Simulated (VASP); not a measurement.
# Ag (Cmmm) in VASP: single point with PBEsol

Aim: the single point of Ag with PBEsol.

Program: VASP 6.6.1. These are calculated values, not measurements. Logs are shortened: lines on timing, memory, paths and dates and some standing lists are left out, and cuts for length are marked.

## Step 1: The cell of the first run

Symmetry: Cmmm, No. 65, orthorhombic system. Conventional cell: a = 3.361 Å, b = 4.799 Å, c = 4.693 Å, α = 90.00°, β = 90.00°, γ = 90.00°. Ag (site symmetry mmm) has 6 Ag at 2.93 to 3.36 Å within 3.9 Å.

## Step 2: Single point, PBEsol

File INCAR:

```
  PREC = Accurate
  ENCUT = 520
  EDIFF = 1E-6
  ISMEAR = -1
  SIGMA = 0.05
  LREAL = F
  LASPH = T
  NELM = 100
  ALGO = Normal
  ISIF = 2
  LWAVE = F
  LCHARG = F
  GGA = PS
  NBANDS = 12
```

File KPOINTS:

```
regular mesh
0
Gamma
  10 10 6
```

File POSCAR:

```
Ag
1.0
    1.6806200000     -2.3992800000      0.0000000000
    1.6806200000      2.3992800000      0.0000000000
    0.0000000000      0.0000000000      4.6933500000
Ag
1
Direct
    0.0000000000      0.0000000000      0.0000000000
```

Potentials or basis: VASP PAW PBE potentials, release 64 (Ag).

On the command line:

```console
> cat potpaw_PBE.64/Ag/POTCAR > POTCAR
> mpirun -np 1 vasp_std > vasp.out
```

OUTCAR:

```text
PREC = Accurate
   ENCUT = 520
   EDIFF = 1E-6
   ISMEAR = -1
   LREAL = F
   LASPH = T
   NELM = 100
   ISIF = 2
   GGA = PS

 ion  position               nearest neighbor table
   1  0.000  0.000  0.000-

  LATTYP: Found a base centered orthorhombic cell.
 ALAT       =     3.3612400000
 B/A-ratio  =     1.4276159989
 C/A-ratio  =     1.3963150504

  Lattice vectors:

 A1 = (   1.6806200000,  -2.3992800000,   0.0000000000)
 A2 = (   1.6806200000,   2.3992800000,   0.0000000000)
 A3 = (   0.0000000000,   0.0000000000,   4.6933500000)

Analysis of symmetry for initial positions (statically):
=====================================================================
 Subroutine PRICEL returns:
 Original cell was already a primitive cell.

 Routine SETGRP: Setting up the symmetry group for a
 base centered orthorhombic supercell.

 Subroutine GETGRP returns: Found  8 space group operations
 (whereof  8 operations were pure point group operations)
 out of a pool of  8 trial point group operations.

The static configuration has the point symmetry D_2h.

Analysis of symmetry for dynamics (positions and initial velocities):
=====================================================================
 Subroutine PRICEL returns:
 Original cell was already a primitive cell.

 Routine SETGRP: Setting up the symmetry group for a
 base centered orthorhombic supercell.

 Subroutine GETGRP returns: Found  8 space group operations
 (whereof  8 operations were pure point group operations)
 out of a pool of  8 trial point group operations.

The dynamic configuration has the point symmetry D_2h.

 Subroutine INISYM returns: Found  8 space group operations
 (whereof  8 operations are pure point group operations),
 and found     1 'primitive' translations

----------------------------------------------------------------------------------------

                                     Primitive cell

  volume of cell :      37.8498

  direct lattice vectors                    reciprocal lattice vectors
     1.680620000 -2.399280000  0.000000000     0.297509253 -0.208395852  0.000000000
     1.680620000  2.399280000  0.000000000     0.297509253  0.208395852  0.000000000
     0.000000000  0.000000000  4.693350000     0.000000000  0.000000000  0.213067425

  length of vectors
     2.929339192  2.929339192  4.693350000     0.363236268  0.363236268  0.213067425

  position of ions in fractional coordinates (direct lattice)
     0.000000000  0.000000000  0.000000000

  ion indices of the primitive-cell ions
   primitive index   ion index
                 1           1

----------------------------------------------------------------------------------------

 KPOINTS: regular mesh

Automatic generation of k-mesh.
 Grid dimensions read from file:
 generate k-points for:   10   10    6

 Generating k-lattice:

  Cartesian coordinates                     Fractional coordinates (reciprocal lattice)
     0.029750925 -0.020839585  0.000000000     0.100000000  0.000000000  0.000000000
     0.029750925  0.020839585  0.000000000     0.000000000  0.100000000  0.000000000
     0.000000000  0.000000000  0.035511238     0.000000000  0.000000000  0.166666667

  Length of vectors
     0.036323627  0.036323627  0.035511238

  Shift w.r.t. Gamma in fractional coordinates (k-lattice)
     0.000000000  0.000000000  0.000000000

 Subroutine IBZKPT returns following result:
 ===========================================

 Found    124 irreducible k-points:

 Following reciprocal coordinates:
            Coordinates               Weight
  0.000000  0.000000  0.000000      1.000000
  0.100000  0.000000  0.000000      4.000000
  0.200000  0.000000  0.000000      4.000000
  0.300000  0.000000  0.000000      4.000000
  0.400000 -0.000000  0.000000      4.000000
  0.500000 -0.000000  0.000000      2.000000
[... 16 lines left out ...]
  0.300000  0.300000  0.000000      2.000000
  0.400000  0.300000  0.000000      4.000000
 [... further k-points ...]
   k-points           NKPTS =    124   k-points in BZ     NKDIM =    124   number of bands    NBANDS=     12
   number of dos      NEDOS =    301   number of ions     NIONS =      1
   total plane-waves  NPLWV =  20736
   dimension x,y,z NGX =    24 NGY =   24 NGZ =   36
   dimension x,y,z NGXF=    48 NGYF=   48 NGZF=   72
   ions per type =               1
   NGX,Y,Z   is equivalent  to a cutoff of  13.62, 13.62, 12.75 a.u.
   NGXF,Y,Z  is equivalent  to a cutoff of  27.24, 27.24, 25.50 a.u.
 SYSTEM =  unknown system
   PREC   = accura    normal or accurate (medium, high low for compatibility)
   ISTART =      0    job   : 0-new  1-cont  2-samecut
   ICHARG =      2    charge: 1-file 2-atom 10-const
   ISPIN  =      1    spin polarized calculation?
   LNONCOLLINEAR =      F non collinear calculations
   LSORBIT =      F    spin-orbit coupling
   LASPH  =      T    aspherical Exc in radial PAW
   ENCUT  =  520.0 eV  38.22 Ry    6.18 a.u.   5.45  5.45  8.73*2*pi/ulx,y,z
   NELM   =    100;   NELMIN=  2; NELMDL= -5     # of ELM steps
   EDIFF  = 0.1E-05   stopping-criterion for ELM
   LREAL  =      F    real-space projection
   EDIFFG = 0.1E-04   stopping-criterion for IOM
   NSW    =      0    number of steps for IOM
   IBRION =     -1    ionic relax: 0-MD 1-quasi-New 2-CG
   NFREE  =      0    steps in history (QN), initial steepest desc. (CG)
   ISIF   =      2    stress and relaxation
   ISYM   =      2    0-nonsym 1-usesym 2-fastsym
   POTIM  = 0.5000    time-step for ionic-motion
   TEBEG  =    0.0;   TEEND  =   0.0 temperature during run
   PSTRESS=    0.0 pullay stress
   NELECT =      11.0000    total number of electrons
   NUPDOWN=      -1.0000    fix difference up-down
   EMIN   =  10.00;   EMAX   =-10.00  energy-range for DOS
   EFERMI =   0.00;   METHOD = LEGACY
   ISMEAR =    -1;   SIGMA  =   0.05  broadening in eV -4-tet -1-fermi 0-gaus
   EFERMI_NEDOS =   21; number of points for ismear=-14 and -15
   IALGO  =     38    algorithm
   IMIX   =      4    mixing-type and parameters
     AMIX     =   0.40;   BMIX     =  1.00
     AMIX_MAG =   1.60;   BMIX_MAG =  1.00
  volume/ion in A,a.u.               =      37.85       255.42
  Fermi-wavevector in a.u.,A,eV,Ry     =   1.084388  2.049196 15.999046  1.175897
  Thomas-Fermi vector in A             =   2.220477
   LORBIT       =      0    0 simple, 1 ext, 2 COOP (PROOUT), +10 PAW based schemes
   GGA     = PS    functional components
   LHFCALC =     F    Hartree Fock is set to
   AEXX    =    0.0000 exact exchange contribution
   IVDW    =     0    specifies the selected vdW correction
   LEPSILON=     F    determine dielectric tensor
   LRPA    =     F    only Hartree local field effects (RPA)
 non-spin polarized calculation
  energy-cutoff  :      520.00
  volume of cell :       37.85
 maximum number of plane-waves:      1043
 NGX is ok and might be reduce to    24
   NGX = 11   NGY = 11   NGZ = 17

 number of electron      11.0000003 magnetization

 Free energy of the ion-electron system (eV)
  ---------------------------------------------------
  ext. energy  EPLUGINS =         0.00000000
  ---------------------------------------------------
  free energy    TOTEN  =        -2.30177884 eV

  energy without entropy =       -2.29810184  energy(sigma->0) =       -2.29994034

 E-fermi :   0.9462     XC(G=0):  -7.8285

 val. band max:        0.9222451692   @ k =   0.4000  -0.0000   0.1667
 cond. band min:       0.9754367392   @ k =  -0.4000   0.3000   0.0000
 fundamental gap:      0.0531915700
 Fermi energy:         0.9461952382

 k-point     1 :       0.0000    0.0000    0.0000
  band No.  band energies     occupation
      1      -3.8812      2.00000
      2      -3.2593      2.00000
      3      -2.1566      2.00000
      4      -2.0237      2.00000
      5      -1.8535      2.00000
      6      -1.7247      2.00000
      7       4.5598      0.00000
      8       7.7303      0.00000
      9      16.5086      0.00000
     10      17.6126      0.00000
     11      20.7244      0.00000
     12      21.1372      0.00000

 k-point     2 :       0.1000    0.0000    0.0000
  band No.  band energies     occupation
      1      -3.7075      2.00000
      2      -3.2001      2.00000
      3      -2.0736      2.00000
      4      -2.0129      2.00000
      5      -1.9486      2.00000
      6      -1.7638      2.00000
      7       4.8739      0.00000
      8       7.8743      0.00000
      9      14.9075      0.00000
     10      16.9348      0.00000
     11      20.6295      0.00000
     12      21.0576      0.00000

 k-point     3 :       0.2000    0.0000    0.0000
  band No.  band energies     occupation
      1      -3.5009      2.00000
      2      -2.8330      2.00000
      3      -2.2349      2.00000
      4      -1.9914      2.00000
      5      -1.7948      2.00000
      6      -1.7070      2.00000
      7       5.7312      0.00000
      8       8.3120      0.00000
      9      11.7147      0.00000
     10      16.6222      0.00000
     11      18.4948      0.00000
     12      19.2988      0.00000
[... 286 lines left out ...]
 k-point    23 :       0.3000    0.3000    0.0000
  band No.  band energies     occupation
      1      -2.6638      2.00000
      2      -2.5350      2.00000
      3      -2.4985      2.00000
      4      -2.4495      2.00000
      5      -2.0738      2.00000
      6       2.7974      0.00000
      7       7.2919      0.00000
      8       7.5129      0.00000
      9      10.2299      0.00000
     10      11.7176      0.00000
     11      14.5444      0.00000
     12      15.0633      0.00000

 k-point    24 :       0.4000    0.3000    0.0000
  band No.  band energies     occupation
      1      -2.9432      2.00000
      2      -2.6681      2.00000
      3      -2.3743      2.00000
      4      -2.2389      2.00000
      5      -1.9380      2.00000
      6       4.7206      0.00000
      7       4.9574      0.00000
      8       7.9695      0.00000
      9      11.1634      0.00000
     10      12.9387      0.00000
     11      13.6688      0.00000
     12      13.8002      0.00000

 [... further k-points ...]
[... 5 lines left out ...]
  --------------------------------------------------------------------------------------
  -------------------------------------------------------------------------------------
  Total       -2.3289139     -1.9215906     -0.2471894     -0.0000000      0.0000000      0.0000000
  in kB      -98.5826775    -81.3407264    -10.4635030     -0.0000000      0.0000000      0.0000000
  external PRESSURE =     -63.4623023 kB  Pullay stress =       0.0000000 kB

 VOLUME and BASIS-vectors are now :
 -----------------------------------------------------------------------------
  energy-cutoff  :      520.00
  volume of cell :       37.85
      direct lattice vectors                 reciprocal lattice vectors
     1.680620000 -2.399280000  0.000000000     0.297509253 -0.208395852  0.000000000
     1.680620000  2.399280000  0.000000000     0.297509253  0.208395852  0.000000000
     0.000000000  0.000000000  4.693350000     0.000000000  0.000000000  0.213067425

 POSITION                                       TOTAL-FORCE (eV/Angst)
 -----------------------------------------------------------------------------------
      0.00000      0.00000      0.00000        -0.000000      0.000000      0.000000
 -----------------------------------------------------------------------------------
    total drift:                                0.000000     -0.000000      0.000000

  FREE ENERGIE OF THE ION-ELECTRON SYSTEM (eV)
  ---------------------------------------------------
  free  energy   TOTEN  =        -2.3017788370 eV

  energy  without entropy=       -2.2981018406  energy(sigma->0) =       -2.29994034
```

Wall time 14 s (1 thread of Intel Xeon 6975P-C (Granite Rapids), shared host); peak memory 0.18 GiB.

What came out:

* Free energy: -2.3018 eV
* Pressure: -6.3 GPa

Stress tensor (GPa, compression positive):
```
-9.86  0.00  0.00
 0.00 -8.13  0.00
 0.00  0.00 -1.05
```

Levels at points of the mesh, in eV from the Fermi level:
```csv
k point,band 4,band 5,band 6,band 7,band 8,band 9
"(0.00, 0.00, 0.00)",-2.97,-2.80,-2.67,3.61,6.78,15.56
"(0.50, 0.00, 0.00)",-2.78,-2.49,1.46,2.76,8.22,10.19
"(0.50, 0.50, 0.00)",-2.85,-2.10,2.73,4.97,9.48,10.04
"(0.00, 0.00, 0.50)",-2.81,-2.68,-2.34,0.56,12.78,15.53
"(0.50, 0.00, 0.50)",-2.79,-2.47,1.94,3.54,5.16,7.55
"(0.50, 0.50, 0.50)",-2.76,-2.10,3.19,5.91,6.89,9.01
```

Caveat: the PAW data sets were made with another functional, which shifts forces and pressure a little.
